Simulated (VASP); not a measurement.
# CsCdCl3 (Pm-3m) in VASP: notebook

CsCdCl3 is run at these levels: LDA; tasks: single point, relaxation of cell and atoms.

Program: VASP 6.6.1. These are calculated values, not measurements. Logs are shortened: lines on timing, memory, paths and dates and some standing lists are left out, and cuts for length are marked.

## Step 1: The cell of the first run

The structure is cubic, space group Pm-3m (No. 221). The conventional cell has a = 5.042 Å, b = 5.042 Å, c = 5.042 Å, α = 90.00°, β = 90.00°, γ = 90.00°. Cs (site symmetry m-3m) has 12 Cl at 3.57 Å and 8 Cd at 4.37 Å within 4.7 Å. Within 3.3 Å of Cd (site symmetry m-3m) lie 6 Cl at 2.52 Å. Within 3.3 Å of Cl (site symmetry 4/mmm) lie 2 Cd at 2.52 Å.

## Step 2: Single point, LDA

INCAR reads:

```
PREC = Accurate
ENCUT = 500
EDIFF = 1E-6
ISMEAR = 0
SIGMA = 0.02
LREAL = False
LASPH = True
NELM = 120
ALGO = Normal
ISIF = 2
LWAVE = False
LCHARG = True
GGA = CA
LELF = True
LVHAR = True
NBANDS = 29
GGA_COMPAT = False
```

KPOINTS reads:

```
Automatic mesh
0
Gamma
  6 6 6
```

POSCAR reads:

```
CsCdCl3
1.0
    5.0421572921      0.0000000000      0.0000000000
    0.0000000000      5.0421572921      0.0000000000
    0.0000000000      0.0000000000      5.0421572921
Cs Cd Cl
1 1 3
Direct
    0.0000000000      0.0000000000      0.0000000000
    0.5000000000      0.5000000000      0.5000000000
    0.0000000000      0.5000000000      0.5000000000
    0.5000000000      0.0000000000      0.5000000000
    0.5000000000      0.5000000000      0.0000000000
```

Potentials or basis: VASP PAW LDA potentials, release 64 (Cs_sv, Cd, Cl).

Run with:

```sh
> cat potpaw_LDA.64/Cs_sv/POTCAR potpaw_LDA.64/Cd/POTCAR potpaw_LDA.64/Cl/POTCAR > POTCAR
> mpirun -np 1 vasp_std > vasp.out
```

OUTCAR:

```text
PREC = Accurate
   ENCUT = 500
   EDIFF = 1E-6
   ISMEAR = 0
   LREAL = False
   LASPH = True
   NELM = 120
   ISIF = 2
   GGA = CA

 ion  position               nearest neighbor table
   1  0.000  0.000  0.000-
   2  0.500  0.500  0.500-   3 2.52   4 2.52   5 2.52   5 2.52   4 2.52   3 2.52
   3  0.000  0.500  0.500-   2 2.52   2 2.52
   4  0.500  0.000  0.500-   2 2.52   2 2.52
   5  0.500  0.500  0.000-   2 2.52   2 2.52

  LATTYP: Found a simple cubic cell.
 ALAT       =     5.0421572921

  Lattice vectors:

 A1 = (   5.0421572921,   0.0000000000,   0.0000000000)
 A2 = (   0.0000000000,   5.0421572921,   0.0000000000)
 A3 = (   0.0000000000,   0.0000000000,   5.0421572921)

Analysis of symmetry for initial positions (statically):
=====================================================================
 Subroutine PRICEL returns:
 Original cell was already a primitive cell.

 Routine SETGRP: Setting up the symmetry group for a
 simple cubic supercell.

 Subroutine GETGRP returns: Found 48 space group operations
 (whereof 48 operations were pure point group operations)
 out of a pool of 48 trial point group operations.

The static configuration has the point symmetry O_h .

Analysis of symmetry for dynamics (positions and initial velocities):
=====================================================================
 Subroutine PRICEL returns:
 Original cell was already a primitive cell.

 Routine SETGRP: Setting up the symmetry group for a
 simple cubic supercell.

 Subroutine GETGRP returns: Found 48 space group operations
 (whereof 48 operations were pure point group operations)
 out of a pool of 48 trial point group operations.

The dynamic configuration has the point symmetry O_h .

 Subroutine INISYM returns: Found 48 space group operations
 (whereof 48 operations are pure point group operations),
 and found     1 'primitive' translations

----------------------------------------------------------------------------------------

                                     Primitive cell

  volume of cell :     128.1885

  direct lattice vectors                    reciprocal lattice vectors
     5.042157292  0.000000000  0.000000000     0.198327807  0.000000000  0.000000000
     0.000000000  5.042157292  0.000000000     0.000000000  0.198327807  0.000000000
     0.000000000  0.000000000  5.042157292     0.000000000  0.000000000  0.198327807

  length of vectors
     5.042157292  5.042157292  5.042157292     0.198327807  0.198327807  0.198327807

  position of ions in fractional coordinates (direct lattice)
     0.000000000  0.000000000  0.000000000
     0.500000000  0.500000000  0.500000000
     0.000000000  0.500000000  0.500000000
     0.500000000  0.000000000  0.500000000
     0.500000000  0.500000000  0.000000000

  ion indices of the primitive-cell ions
   primitive index   ion index
                 1           1
                 2           2
                 3           3
                 4           4
                 5           5

----------------------------------------------------------------------------------------

 KPOINTS: Automatic mesh

Automatic generation of k-mesh.
 Grid dimensions read from file:
 generate k-points for:    6    6    6

 Generating k-lattice:

  Cartesian coordinates                     Fractional coordinates (reciprocal lattice)
     0.033054635  0.000000000  0.000000000     0.166666667  0.000000000  0.000000000
     0.000000000  0.033054635  0.000000000     0.000000000  0.166666667  0.000000000
     0.000000000  0.000000000  0.033054635     0.000000000  0.000000000  0.166666667

  Length of vectors
     0.033054635  0.033054635  0.033054635

  Shift w.r.t. Gamma in fractional coordinates (k-lattice)
     0.000000000  0.000000000  0.000000000

 Subroutine IBZKPT returns following result:
 ===========================================

 Found     20 irreducible k-points:

 Following reciprocal coordinates:
            Coordinates               Weight
  0.000000  0.000000  0.000000      1.000000
  0.166667  0.000000  0.000000      6.000000
  0.333333  0.000000  0.000000      6.000000
  0.500000  0.000000  0.000000      3.000000
  0.166667  0.166667  0.000000     12.000000
  0.333333  0.166667  0.000000     24.000000
[... 12 lines left out ...]
  0.500000  0.500000  0.333333      6.000000
  0.500000  0.500000  0.500000      1.000000
   k-points           NKPTS =     20   k-points in BZ     NKDIM =     20   number of bands    NBANDS=     29
   number of dos      NEDOS =    301   number of ions     NIONS =      5
   total plane-waves  NPLWV =  64000
   dimension x,y,z NGX =    40 NGY =   40 NGZ =   40
   dimension x,y,z NGXF=    80 NGYF=   80 NGZF=   80
   ions per type =               1   1   3
   NGX,Y,Z   is equivalent  to a cutoff of  13.19, 13.19, 13.19 a.u.
   NGXF,Y,Z  is equivalent  to a cutoff of  26.38, 26.38, 26.38 a.u.
 SYSTEM =  unknown system
   PREC   = accura    normal or accurate (medium, high low for compatibility)
   ISTART =      0    job   : 0-new  1-cont  2-samecut
   ICHARG =      2    charge: 1-file 2-atom 10-const
   ISPIN  =      1    spin polarized calculation?
   LNONCOLLINEAR =      F non collinear calculations
   LSORBIT =      F    spin-orbit coupling
   LASPH  =      T    aspherical Exc in radial PAW
   ENCUT  =  500.0 eV  36.75 Ry    6.06 a.u.   9.19  9.19  9.19*2*pi/ulx,y,z
   NELM   =    120;   NELMIN=  2; NELMDL= -5     # of ELM steps
   EDIFF  = 0.1E-05   stopping-criterion for ELM
   LREAL  =      F    real-space projection
   EDIFFG = 0.1E-04   stopping-criterion for IOM
   NSW    =      0    number of steps for IOM
   IBRION =     -1    ionic relax: 0-MD 1-quasi-New 2-CG
   NFREE  =      0    steps in history (QN), initial steepest desc. (CG)
   ISIF   =      2    stress and relaxation
   ISYM   =      2    0-nonsym 1-usesym 2-fastsym
   POTIM  = 0.5000    time-step for ionic-motion
   TEBEG  =    0.0;   TEEND  =   0.0 temperature during run
   PSTRESS=    0.0 pullay stress
   NELECT =      42.0000    total number of electrons
   NUPDOWN=      -1.0000    fix difference up-down
   EMIN   =  10.00;   EMAX   =-10.00  energy-range for DOS
   EFERMI =   0.00;   METHOD = LEGACY
   ISMEAR =     0;   SIGMA  =   0.02  broadening in eV -4-tet -1-fermi 0-gaus
   EFERMI_NEDOS =   21; number of points for ismear=-14 and -15
   IALGO  =     38    algorithm
   IMIX   =      4    mixing-type and parameters
     AMIX     =   0.40;   BMIX     =  1.00
     AMIX_MAG =   1.60;   BMIX_MAG =  1.00
  volume/ion in A,a.u.               =      25.64       173.01
  Fermi-wavevector in a.u.,A,eV,Ry     =   1.128604  2.132752 17.330376  1.273747
  Thomas-Fermi vector in A             =   2.265294
   LORBIT       =      0    0 simple, 1 ext, 2 COOP (PROOUT), +10 PAW based schemes
   GGA     = CA    functional components
   LHFCALC =     F    Hartree Fock is set to
   AEXX    =    0.0000 exact exchange contribution
   IVDW    =     0    specifies the selected vdW correction
   LEPSILON=     F    determine dielectric tensor
   LRPA    =     F    only Hartree local field effects (RPA)
 non-spin polarized calculation
 Gauss-broadening in eV      SIGMA  =   0.02
  energy-cutoff  :      500.00
  volume of cell :      128.19
 maximum number of plane-waves:      3276
 NGX is ok and might be reduce to    40
   NGX = 19   NGY = 19   NGZ = 19

 number of electron      42.0000000 magnetization

 Free energy of the ion-electron system (eV)
  ---------------------------------------------------
  ext. energy  EPLUGINS =         0.00000000
  ---------------------------------------------------
  free energy    TOTEN  =       -16.79303133 eV

  energy without entropy =      -16.79303133  energy(sigma->0) =      -16.79303133

 E-fermi :   0.9303     XC(G=0):  -9.5597

 val. band max:        0.8227199400   @ k =   0.5000   0.5000   0.5000
 cond. band min:       2.5013940572   @ k =   0.0000   0.0000   0.0000
 fundamental gap:      1.6786741172
 Fermi energy:         0.9303057870

 k-point     1 :       0.0000    0.0000    0.0000
  band No.  band energies     occupation
      1     -18.2856      2.00000
      2     -13.3075      2.00000
      3     -12.6327      2.00000
      4     -12.6327      2.00000
      5      -5.9901      2.00000
      6      -5.9901      2.00000
[... 21 lines left out ...]
     28       7.7045      0.00000
     29      11.9004      0.00000

 k-point     2 :       0.1667    0.0000    0.0000
  band No.  band energies     occupation
      1     -18.2811      2.00000
      2     -13.2702      2.00000
      3     -12.6450      2.00000
      4     -12.6305      2.00000
      5      -6.0182      2.00000
      6      -6.0182      2.00000
[... 21 lines left out ...]
     28       8.0340      0.00000
     29      11.3259      0.00000

 k-point     3 :       0.3333    0.0000    0.0000
  band No.  band energies     occupation
      1     -18.2720      2.00000
      2     -13.1938      2.00000
      3     -12.6679      2.00000
      4     -12.6260      2.00000
      5      -6.4292      2.00000
      6      -6.0677      2.00000
[... 21 lines left out ...]
     28       8.8736      0.00000
     29      10.4189      0.00000

 k-point     4 :       0.5000    0.0000    0.0000
  band No.  band energies     occupation
      1     -18.2674      2.00000
      2     -13.1548      2.00000
      3     -12.6782      2.00000
      4     -12.6238      2.00000
      5      -6.6452      2.00000
      6      -6.0900      2.00000
[... 469 lines left out ...]
     28       9.3616      0.00000
     29       9.8911      0.00000

 k-point    19 :       0.5000    0.5000    0.3333
  band No.  band energies     occupation
      1     -18.2474      2.00000
      2     -12.7305      2.00000
      3     -12.6825      2.00000
      4     -12.6825      2.00000
      5      -6.7749      2.00000
      6      -6.6489      2.00000
[... 21 lines left out ...]
     28       9.3472      0.00000
     29       9.5379      0.00000

 k-point    20 :       0.5000    0.5000    0.5000
  band No.  band energies     occupation
      1     -18.2451      2.00000
      2     -12.6761      2.00000
      3     -12.6761      2.00000
      4     -12.6761      2.00000
      5      -6.7745      2.00000
      6      -6.7745      2.00000
[... 21 lines left out ...]
     28       9.2624      0.00000
     29       9.5548      0.00000

------------------------ aborting loop because EDIFF is reached ----------------------------------------

  FORCE on cell =-STRESS in cart. coord.  units (eV):
  Direction    XX          YY          ZZ          XY          YZ          ZX
  --------------------------------------------------------------------------------------
  -------------------------------------------------------------------------------------
  Total        1.8528252      1.8528252      1.8528252      0.0000000      0.0000000     -0.0000000
  in kB       23.1577228     23.1577228     23.1577228      0.0000000      0.0000000     -0.0000000
  external PRESSURE =      23.1577228 kB  Pullay stress =       0.0000000 kB

 VOLUME and BASIS-vectors are now :
 -----------------------------------------------------------------------------
  energy-cutoff  :      500.00
  volume of cell :      128.19
      direct lattice vectors                 reciprocal lattice vectors
     5.042157292  0.000000000  0.000000000     0.198327807  0.000000000  0.000000000
     0.000000000  5.042157292  0.000000000     0.000000000  0.198327807  0.000000000
     0.000000000  0.000000000  5.042157292     0.000000000  0.000000000  0.198327807

 POSITION                                       TOTAL-FORCE (eV/Angst)
 -----------------------------------------------------------------------------------
      0.00000      0.00000      0.00000         0.000000      0.000000      0.000000
      2.52108      2.52108      2.52108         0.000000      0.000000      0.000000
      0.00000      2.52108      2.52108         0.000000      0.000000      0.000000
      2.52108      0.00000      2.52108         0.000000      0.000000      0.000000
      2.52108      2.52108      0.00000         0.000000      0.000000      0.000000
 -----------------------------------------------------------------------------------
    total drift:                                0.000000      0.000000     -0.000000

  FREE ENERGIE OF THE ION-ELECTRON SYSTEM (eV)
  ---------------------------------------------------
  free  energy   TOTEN  =       -16.7930313321 eV

  energy  without entropy=      -16.7930313321  energy(sigma->0) =      -16.79303133
```

Run time: 40 s. Hardware: 1 thread of AMD EPYC 9R45 (Zen 5), shared host; peak memory 0.2 GiB.

What came out:

- Free energy: -16.7930 eV
- Pressure: 2.3 GPa
- Band gap on the k mesh: 1.68 eV, indirect (least direct gap 2.53 eV)

Caveat: spin-orbit coupling is left out, which moves the levels of the heavy elements. A k mesh can miss the band edges.

(Continued in part 2 of 2.)
